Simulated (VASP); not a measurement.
Write the native input for VASP 6.6.1 that does the following.

```yaml
Task: single point
Functional: PBEsol
Potentials_or_basis: VASP PAW PBE potentials, release 64 (Cl, O)
Cutoff: 520 eV
k_mesh: 16 × 16 × 16
Occupations: gaussian, width 0.15 eV
Spin: collinear spin, ferromagnetic start
Starting_moments: "[1.11, 2.08] μB"
Dipole_correction: no
Further_INCAR_settings: ALGO = Normal; EDIFF = 1e-06; NBANDS = 18
```

The structure of ClO lies in POSCAR:

```
ClO
1.0
    3.1852167900      0.0000000000      0.0000000000
    0.0000000000      3.1852167900      0.0000000000
    0.0000000000      0.0000000000      3.1852167900
Cl O
1 1
Direct
    0.0000000000      0.0000000000      0.0000000000
    0.5000000000      0.5000000000      0.5000000000
```

The input as run:

INCAR

```
SYSTEM = ClO
PREC = Accurate
ENCUT = 520
EDIFF = 1E-6
ISMEAR = 0
SIGMA = 0.15
LREAL = .False.
LASPH = .True.
NELM = 150
ALGO = Normal
ISIF = 2
LWAVE = .False.
LCHARG = .False.
ISPIN = 2
MAGMOM = 1.11 2.08
LORBIT = 11
GGA = PS
NBANDS = 18
```

KPOINTS

```
regular mesh
0
Gamma
  16 16 16
  0 0 0
```

Potentials or basis: VASP PAW PBE potentials, release 64 (Cl, O).

The run is started by

```bash
$ cat potpaw_PBE.64/Cl/POTCAR potpaw_PBE.64/O/POTCAR > POTCAR
$ mpirun -np 1 vasp_std > vasp.out
```

It gave:

The pressure is -2.6 GPa. The band gap on the k mesh is zero (filled and empty bands overlap) and the net moment is 3.00 μB per cell. The site moments are Cl +0.91; O +1.60 μB and the valence electrons inside the program's atomic spheres are Cl 4.85; O 4.55.

Caveat: the PAW data sets were made with another functional, which shifts forces and pressure a little.

Wall time 65 s on 1 thread of Intel(R) Xeon(R) Platinum 8488C (Sapphire Rapids), with other jobs on the host, peak memory 0.24 GiB.
